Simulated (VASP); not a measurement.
A run of VASP 6.6.1 is set up as follows.

File INCAR:

```
  PREC = Accurate
  ENCUT = 520
  EDIFF = 1E-6
  ISMEAR = -1
  SIGMA = 0.15
  LREAL = False
  LASPH = True
  NELM = 100
  ALGO = Normal
  ISIF = 2
  LWAVE = False
  LCHARG = False
  GGA = CA
  NBANDS = 16
```

KPOINTS

```
regular mesh
0
Gamma
  18 18 14
```

The input POSCAR:

```
TiB2
1.0
    2.9943680034      0.0000000000      0.0000000000
   -1.4971840017      2.5931987592      0.0000000000
    0.0000000000      0.0000000000      3.1596971884
Ti B
1 2
Direct
    0.0000000000      0.0000000000      0.0000000000
    0.3333333333      0.6666666667      0.5000000000
    0.6666666667      0.3333333333      0.5000000000
```

Potentials or basis: VASP PAW LDA potentials, release 64 (Ti_sv, B).

The run is started by

```console
$ cat potpaw_LDA.64/Ti_sv/POTCAR potpaw_LDA.64/B/POTCAR > POTCAR
$ mpirun -np 1 vasp_std > vasp.out
```

(1) What does it give for the pressure?

(2) Estimate the band gap on the k mesh.

## Answers

(1) 0.6 GPa.

(2) zero (bands 9 and 10 overlap by 0.64 eV).
